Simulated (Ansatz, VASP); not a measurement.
## One calculation of AlNi3, two programs

The input INCAR:

```
SYSTEM = AlNi3
  ALGO = Normal
  EDIFF = 1E-7
  ENCUT = 520
  GGA = PE
  ISIF = 2
  ISMEAR = 0
  ISPIN = 2
  LASPH = .TRUE.
  LCHARG = .FALSE.
  LMAXMIX = 4
  LORBIT = 11
  LREAL = .FALSE.
  LWAVE = .FALSE.
  MAGMOM = 0 0.3 0.3 0.3
  NBANDS = 28
  NELM = 150
  PREC = Accurate
  SIGMA = 0.1
```

File KPOINTS:

```
k-points
0
G
  12 12 12
  0 0 0
```

File POSCAR:

```
AlNi3
1.0
    3.6019948319      0.0000000000      0.0000000000
    0.0000000000      3.6019948319      0.0000000000
    0.0000000000      0.0000000000      3.6019948319
Al Ni
1 3
Direct
    0.0000000000      0.0000000000      0.0000000000
    0.0000000000      0.5000000000      0.5000000000
    0.5000000000      0.0000000000      0.5000000000
    0.5000000000      0.5000000000      0.0000000000
```

Input for Ansatz:

```yaml
crystal:
  lattice:
    - [3.6019948623, 0.0, 0.0]
    - [0.0, 3.6019948623, 0.0]
    - [0.0, 0.0, 3.6019948623]
  atoms:
    - { symbol: Al, position: [0.0, 0.0, 0.0] }
    - { symbol: Ni, position: [0.0, 0.5, 0.5], spin: 0.3 }
    - { symbol: Ni, position: [0.5, 0.0, 0.5], spin: 0.3 }
    - { symbol: Ni, position: [0.5, 0.5, 0.0], spin: 0.3 }
basis:
  ecutwfc: 420
kpoints:
  mp_grid: { grid: [12, 12, 12] }
hamiltonian:
  xc: pbe
scf:
  occupations: { method: gaussian, width: 0.1 }
output:
  forces: true
  stress: true
  eigenvalues: true
  populations: true
magnetization:
  spin_polarized: true
```

Alike in both runs: task single point; functional PBE; k mesh 12 × 12 × 12; occupations gaussian, width 0.1 eV; collinear spin.

|  | VASP | Ansatz |
| --- | --- | --- |
| version | VASP 6.6.1 | Ansatz 0.2.0 |
| potentials or method | VASP PAW PBE potentials, release 64 (Al, Ni), cutoff 520 eV | scalar-relativistic, plane waves, PAW |
| valence electrons in the cell | 33 | 57 |

|  | VASP | Ansatz | Ansatz less VASP |
| --- | --- | --- | --- |
| gap on the k mesh at the Fermi level (eV) | none | none | - |
| pressure (GPa) | -4.9 | -5.0 | -0.09 |
| net moment per atom (μB) | 0.18 | 0.19 | +0.008 |
| size of the moment on the site where the two differ most (μB) | 0.26 | 0.28 | +0.021 |

Site moments also hang on the region over which each program counts them. A gap of «none» marks a metal or a gap that the smearing closes. VASP's potentials hold 33 valence electrons a cell and Ansatz's 57, so a difference there can come from the potentials and not from the codes.
